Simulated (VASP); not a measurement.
The system is Mg3Te.

```
Te Mg
1.0
    -2.13936    2.13936    5.28249
     2.13936   -2.13936    5.28249
     2.13936    2.13936   -5.28249
Te Mg
1 3
Direct
  0.00000 0.00000 0.00000
  0.25000 0.75000 0.50000
  0.75000 0.25000 0.50000
  0.50000 0.50000 0.00000
```

* Program: VASP 6.6.1
* Task: relaxation of cell and atoms
* Functional: PBEsol
* Dispersion: D3(BJ)
* Potentials or basis: VASP PAW PBE potentials, release 64 (Te, Mg)
* Cutoff: 600 eV
* k mesh: 9 × 9 × 9
* Occupations: fermi-dirac, width 0.05 eV
* Spin: no spin polarisation

At the start: pressure -3.3 GPa; volume 24.18 Å³/atom.

Task: How do energy, volume and symmetry change on relaxing?

Result: Over 10 steps the energy falls by 25.4 meV/atom and the volume is 22.04 Å³/atom (-8.9 %); space group I4/mmm (No. 139, to 0.1 Å) before and after.

Step by step:
```csv
step,energy change (eV),largest force (eV/Å),pressure (GPa),volume (Å³)
1,0.0000,0.0000,-3.27,96.71
2,-0.0858,0.0000,-0.61,89.97
3,-0.0884,0.0000,0.00,88.73
4,-0.0884,0.0000,0.08,88.58
5,-0.0930,0.0000,0.08,88.39
6,-0.1010,0.0000,0.20,87.82
7,-0.1011,0.0000,0.24,87.69
8,-0.1012,0.0000,0.23,87.72
9,-0.1013,0.0000,-0.14,88.42
10,-0.1015,0.0000,0.00,88.14
```

Final structure:
```xyz
4
Lattice="-2.1070 2.1070 4.9637 2.1070 -2.1070 4.9637 2.1070 2.1070 -4.9637" Properties=species:S:1:pos:R:3 pbc="T T T"
Te    0.0000    0.0000    0.0000
Mg    2.1070    0.0000    2.4819
Mg    0.0000    2.1070    2.4819
Mg    0.0000    0.0000    4.9637
```

Caveat: the PAW data sets were made with another functional, which shifts forces and pressure a little.
